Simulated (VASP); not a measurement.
# Cd (P6_3/mmc) in VASP: single point with PBE

Aim: the single point of Cd with PBE.

Program: VASP 6.6.1. These are calculated values, not measurements. Logs are shortened: lines on timing, memory, paths and dates and some standing lists are left out, and cuts for length are marked.

### 1 The cell of the first run

The structure is hexagonal, space group P6_3/mmc (No. 194). The conventional cell has a = 4.915 Å, b = 4.915 Å, c = 11.451 Å, α = 90.00°, β = 90.00°, γ = 120.00°. Cd (site symmetry 3m) has 8 Cd at 2.75 to 3.23 Å within 3.6 Å. Within 3.7 Å of Cd (site symmetry 3m) lie 9 Cd at 2.84 to 3.23 Å.

### 2 Single point, PBE

The input, INCAR:

```
PREC = Accurate ; ENCUT = 520
EDIFF = 1E-6 ; ISMEAR = 0
SIGMA = 0.1 ; LREAL = False
LASPH = True ; NELM = 60
ALGO = Fast ; ISIF = 2
LWAVE = False ; LCHARG = True
GGA = PE ; LELF = True
LVHAR = True ; NBANDS = 58
```

The input, KPOINTS:

```
regular mesh
0
Gamma
  6 6 2
```

The input, POSCAR:

```
Cd
1.0
    4.9154747873     -0.0000000001      0.0000000000
   -2.4577373936      4.2569260375      0.0000000000
    0.0000000000      0.0000000000     11.4506125838
Cd
8
Direct
    0.0000000000      0.0000000000      0.1300217105
    0.0000000000      0.0000000000      0.6300217105
    0.0000000000      0.0000000000      0.3699782895
    0.0000000000      0.0000000000      0.8699782895
    0.3333333333      0.6666666667      0.0050560546
    0.6666666667      0.3333333333      0.5050560546
    0.3333333333      0.6666666667      0.4949439454
    0.6666666667      0.3333333333      0.9949439454
```

Potentials or basis: VASP PAW PBE potentials, release 64 (Cd).

On the command line:

```
cat potpaw_PBE.64/Cd/POTCAR > POTCAR
mpirun -np 1 vasp_std > vasp.out
```

OUTCAR:

```text
PREC = Accurate
   ENCUT = 520
   EDIFF = 1E-6
   ISMEAR = 0
   LREAL = False
   LASPH = True
   NELM = 60
   ISIF = 2
   GGA = PE

 ion  position               nearest neighbor table
   1  0.000  0.000  0.130-   3 2.75   4 2.98   5 3.18   5 3.18   5 3.18   8 3.23   8 3.23   8 3.23

   2  0.000  0.000  0.630-   4 2.75   3 2.98   6 3.18   6 3.18   6 3.18   7 3.23   7 3.23   7 3.23

   3  0.000  0.000  0.370-   1 2.75   2 2.98   7 3.18   7 3.18   7 3.18   6 3.23   6 3.23   6 3.23

   4  0.000  0.000  0.870-   2 2.75   1 2.98   8 3.18   8 3.18   8 3.18   5 3.23   5 3.23   5 3.23

   5  0.333  0.667  0.005-   8 2.84   8 2.84   8 2.84   1 3.18   1 3.18   1 3.18   4 3.23   4 3.23
                             4 3.23
   6  0.667  0.333  0.505-   7 2.84   7 2.84   7 2.84   2 3.18   2 3.18   2 3.18   3 3.23   3 3.23
                             3 3.23
   7  0.333  0.667  0.495-   6 2.84   6 2.84   6 2.84   3 3.18   3 3.18   3 3.18   2 3.23   2 3.23
                             2 3.23
   8  0.667  0.333  0.995-   5 2.84   5 2.84   5 2.84   4 3.18   4 3.18   4 3.18   1 3.23   1 3.23
                             1 3.23

  LATTYP: Found a hexagonal cell.
 ALAT       =     4.9154747873
 C/A-ratio  =     2.3295028617

  Lattice vectors:

 A1 = (   4.9154747873,  -0.0000000001,   0.0000000000)
 A2 = (  -2.4577373936,   4.2569260375,   0.0000000000)
 A3 = (   0.0000000000,   0.0000000000,  11.4506125838)

Analysis of symmetry for initial positions (statically):
=====================================================================
 Subroutine PRICEL returns:
 Original cell was already a primitive cell.

 Routine SETGRP: Setting up the symmetry group for a
 hexagonal supercell.

 Subroutine GETGRP returns: Found 24 space group operations
 (whereof 12 operations were pure point group operations)
 out of a pool of 24 trial point group operations.

The static configuration has the point symmetry D_3d.
 The point group associated with its full space group is D_6h.

Analysis of symmetry for dynamics (positions and initial velocities):
=====================================================================
 Subroutine PRICEL returns:
 Original cell was already a primitive cell.

 Routine SETGRP: Setting up the symmetry group for a
 hexagonal supercell.

 Subroutine GETGRP returns: Found 24 space group operations
 (whereof 12 operations were pure point group operations)
 out of a pool of 24 trial point group operations.

The dynamic configuration has the point symmetry D_3d.
 The point group associated with its full space group is D_6h.

 Subroutine INISYM returns: Found 24 space group operations
 (whereof 12 operations are pure point group operations),
 and found     1 'primitive' translations

----------------------------------------------------------------------------------------

                                     Primitive cell

  volume of cell :     239.6019

  direct lattice vectors                    reciprocal lattice vectors
     4.915474787 -0.000000000  0.000000000     0.203439147  0.117455647  0.000000000
    -2.457737394  4.256926038  0.000000000     0.000000000  0.234911293  0.000000000
     0.000000000  0.000000000 11.450612584     0.000000000  0.000000000  0.087331572

  length of vectors
     4.915474787  4.915474787 11.450612584     0.234911293  0.234911293  0.087331572

  position of ions in fractional coordinates (direct lattice)
     0.000000000  0.000000000  0.130021711
     0.000000000  0.000000000  0.630021711
     0.000000000  0.000000000  0.369978289
     0.000000000  0.000000000  0.869978289
     0.333333333  0.666666667  0.005056055
     0.666666667  0.333333333  0.505056055
     0.333333333  0.666666667  0.494943945
     0.666666667  0.333333333  0.994943945

  ion indices of the primitive-cell ions
   primitive index   ion index
                 1           1
                 2           2
                 3           3
                 4           4
                 5           5
                 6           6
                 7           7
                 8           8

----------------------------------------------------------------------------------------

 KPOINTS: regular mesh

Automatic generation of k-mesh.
 Grid dimensions read from file:
 generate k-points for:    6    6    2

 Generating k-lattice:

  Cartesian coordinates                     Fractional coordinates (reciprocal lattice)
     0.033906525  0.019575941  0.000000000     0.166666667  0.000000000  0.000000000
     0.000000000  0.039151882  0.000000000    -0.000000000  0.166666667  0.000000000
     0.000000000  0.000000000  0.043665786     0.000000000  0.000000000  0.500000000

  Length of vectors
     0.039151882  0.039151882  0.043665786

  Shift w.r.t. Gamma in fractional coordinates (k-lattice)
     0.000000000  0.000000000  0.000000000

 Subroutine IBZKPT returns following result:
 ===========================================

 Found     14 irreducible k-points:

 Following reciprocal coordinates:
            Coordinates               Weight
  0.000000  0.000000  0.000000      1.000000
  0.166667  0.000000  0.000000      6.000000
  0.333333 -0.000000  0.000000      6.000000
  0.500000  0.000000  0.000000      3.000000
  0.166667  0.166667  0.000000      6.000000
  0.333333  0.166667  0.000000     12.000000
  0.333333  0.333333  0.000000      2.000000
  0.000000  0.000000  0.500000      1.000000
  0.166667  0.000000  0.500000      6.000000
  0.333333 -0.000000  0.500000      6.000000
  0.500000  0.000000  0.500000      3.000000
  0.166667  0.166667  0.500000      6.000000
  0.333333  0.166667  0.500000     12.000000
  0.333333  0.333333  0.500000      2.000000
   k-points           NKPTS =     14   k-points in BZ     NKDIM =     14   number of bands    NBANDS=     58
   number of dos      NEDOS =    301   number of ions     NIONS =      8
   total plane-waves  NPLWV = 144000
   dimension x,y,z NGX =    40 NGY =   40 NGZ =   90
   dimension x,y,z NGXF=    80 NGYF=   80 NGZF=  180
   ions per type =               8
   NGX,Y,Z   is equivalent  to a cutoff of  13.53, 13.53, 13.07 a.u.
   NGXF,Y,Z  is equivalent  to a cutoff of  27.06, 27.06, 26.13 a.u.
 SYSTEM =  unknown system
   PREC   = accura    normal or accurate (medium, high low for compatibility)
   ISTART =      0    job   : 0-new  1-cont  2-samecut
   ICHARG =      2    charge: 1-file 2-atom 10-const
   ISPIN  =      1    spin polarized calculation?
   LNONCOLLINEAR =      F non collinear calculations
   LSORBIT =      F    spin-orbit coupling
   LASPH  =      T    aspherical Exc in radial PAW
   ENCUT  =  520.0 eV  38.22 Ry    6.18 a.u.   9.14  9.14 21.29*2*pi/ulx,y,z
   NELM   =     60;   NELMIN=  2; NELMDL= -5     # of ELM steps
   EDIFF  = 0.1E-05   stopping-criterion for ELM
   LREAL  =      F    real-space projection
   EDIFFG = 0.1E-04   stopping-criterion for IOM
   NSW    =      0    number of steps for IOM
   IBRION =     -1    ionic relax: 0-MD 1-quasi-New 2-CG
   NFREE  =      0    steps in history (QN), initial steepest desc. (CG)
   ISIF   =      2    stress and relaxation
   ISYM   =      2    0-nonsym 1-usesym 2-fastsym
   POTIM  = 0.5000    time-step for ionic-motion
   TEBEG  =    0.0;   TEEND  =   0.0 temperature during run
   PSTRESS=    0.0 pullay stress
   NELECT =      96.0000    total number of electrons
   NUPDOWN=      -1.0000    fix difference up-down
   EMIN   =  10.00;   EMAX   =-10.00  energy-range for DOS
   EFERMI =   0.00;   METHOD = LEGACY
   ISMEAR =     0;   SIGMA  =   0.10  broadening in eV -4-tet -1-fermi 0-gaus
   EFERMI_NEDOS =   21; number of points for ismear=-14 and -15
   IALGO  =     68    algorithm
   IMIX   =      4    mixing-type and parameters
     AMIX     =   0.40;   BMIX     =  1.00
     AMIX_MAG =   1.60;   BMIX_MAG =  1.00
  volume/ion in A,a.u.               =      29.95       202.11
  Fermi-wavevector in a.u.,A,eV,Ry     =   1.206892  2.280696 19.818093  1.456589
  Thomas-Fermi vector in A             =   2.342546
   LORBIT       =      0    0 simple, 1 ext, 2 COOP (PROOUT), +10 PAW based schemes
   GGA     = PE    functional components
   LHFCALC =     F    Hartree Fock is set to
   AEXX    =    0.0000 exact exchange contribution
   IVDW    =     0    specifies the selected vdW correction
   LEPSILON=     F    determine dielectric tensor
   LRPA    =     F    only Hartree local field effects (RPA)
 non-spin polarized calculation
 RMM-DIIS sequential band-by-band and
 Gauss-broadening in eV      SIGMA  =   0.10
  energy-cutoff  :      520.00
  volume of cell :      239.60
 maximum number of plane-waves:      6496
 NGX is ok and might be reduce to    40
   NGX = 19   NGY = 19   NGZ = 43

 number of electron      95.9999996 magnetization

 Free energy of the ion-electron system (eV)
  ---------------------------------------------------
  ext. energy  EPLUGINS =         0.00000000
  ---------------------------------------------------
  free energy    TOTEN  =        -4.60674274 eV

  energy without entropy =       -4.59957041  energy(sigma->0) =       -4.60315658

 E-fermi :   0.9134     XC(G=0):  -9.0859

 val. band max:        0.8284822539   @ k =   0.5000   0.0000   0.5000
 cond. band min:       0.9197840270   @ k =   0.3333   0.3333   0.0000
 fundamental gap:      0.0913017731
 Fermi energy:         0.9134414241

 k-point     1 :       0.0000    0.0000    0.0000
  band No.  band energies     occupation
      1      -8.7111      2.00000
      2      -8.5056      2.00000
      3      -8.4464      2.00000
      4      -8.4464      2.00000
      5      -8.3655      2.00000
      6      -8.3655      2.00000
[... 50 lines left out ...]
     57       3.9455      0.00000
     58       4.1640      0.00000

 k-point     2 :       0.1667    0.0000    0.0000
  band No.  band energies     occupation
      1      -8.6959      2.00000
      2      -8.5679      2.00000
      3      -8.5639      2.00000
      4      -8.4937      2.00000
      5      -8.4123      2.00000
      6      -8.3578      2.00000
[... 727 lines left out ...]
      2      -8.7383      2.00000
      3      -8.4110      2.00000
      4      -8.4110      2.00000
      5      -8.4087      2.00000
      6      -8.4087      2.00000
[... 50 lines left out ...]
     57       6.1320      0.00000
     58       6.1350      0.00000

------------------------ aborting loop because EDIFF is reached ----------------------------------------

  FORCE on cell =-STRESS in cart. coord.  units (eV):
  Direction    XX          YY          ZZ          XY          YZ          ZX
  --------------------------------------------------------------------------------------
  -------------------------------------------------------------------------------------
  Total        0.4040276      0.4040276      0.1344735     -0.0000000     -0.0000000      0.0000000
  in kB        2.7016639      2.7016639      0.8992012     -0.0000000     -0.0000000      0.0000000
  external PRESSURE =       2.1008430 kB  Pullay stress =       0.0000000 kB

 VOLUME and BASIS-vectors are now :
 -----------------------------------------------------------------------------
  energy-cutoff  :      520.00
  volume of cell :      239.60
      direct lattice vectors                 reciprocal lattice vectors
     4.915474787 -0.000000000  0.000000000     0.203439147  0.117455647  0.000000000
    -2.457737394  4.256926038  0.000000000     0.000000000  0.234911293  0.000000000
     0.000000000  0.000000000 11.450612584     0.000000000  0.000000000  0.087331572

 POSITION                                       TOTAL-FORCE (eV/Angst)
 -----------------------------------------------------------------------------------
      0.00000      0.00000      1.48883         0.000000      0.000000     -0.019474
      0.00000      0.00000      7.21413        -0.000000     -0.000000     -0.019474
      0.00000      0.00000      4.23648        -0.000000      0.000000      0.019474
      0.00000      0.00000      9.96178        -0.000000     -0.000000      0.019474
     -0.00000      2.83795      0.05789         0.000000      0.000000      0.001094
      2.45774      1.41898      5.78320        -0.000000      0.000000      0.001094
     -0.00000      2.83795      5.66741         0.000000      0.000000     -0.001094
      2.45774      1.41898     11.39272         0.000000     -0.000000     -0.001094
 -----------------------------------------------------------------------------------
    total drift:                               -0.000000      0.000000      0.000000

  FREE ENERGIE OF THE ION-ELECTRON SYSTEM (eV)
  ---------------------------------------------------
  free  energy   TOTEN  =        -4.6067427401 eV

  energy  without entropy=       -4.5995704139  energy(sigma->0) =       -4.60315658
```

It took 8.5 min on 1 thread of Intel Xeon 8259CL, shared host; peak memory 0.43 GiB.

Results:

| Item | Value |
| --- | --- |
| Free energy | -4.6067 eV |
| Pressure | 0.2 GPa |
| Largest force | 0.019 eV/Å |
| Band gap on the k mesh | zero (bands 48 and 49 overlap by 2.68 eV) |

Forces in eV/Å, atoms in the order of the input:
```
Cd   0.000  0.000 -0.019
Cd   0.000  0.000 -0.019
Cd   0.000  0.000  0.019
Cd   0.000  0.000  0.019
Cd   0.000  0.000  0.001
Cd   0.000  0.000  0.001
Cd   0.000  0.000 -0.001
Cd   0.000  0.000 -0.001
```

Stress tensor (GPa, compression positive):
```
0.27 0.00 0.00
0.00 0.27 0.00
0.00 0.00 0.09
```

The gap in the log of VASP goes by the Fermi energy; the results here count the filled bands.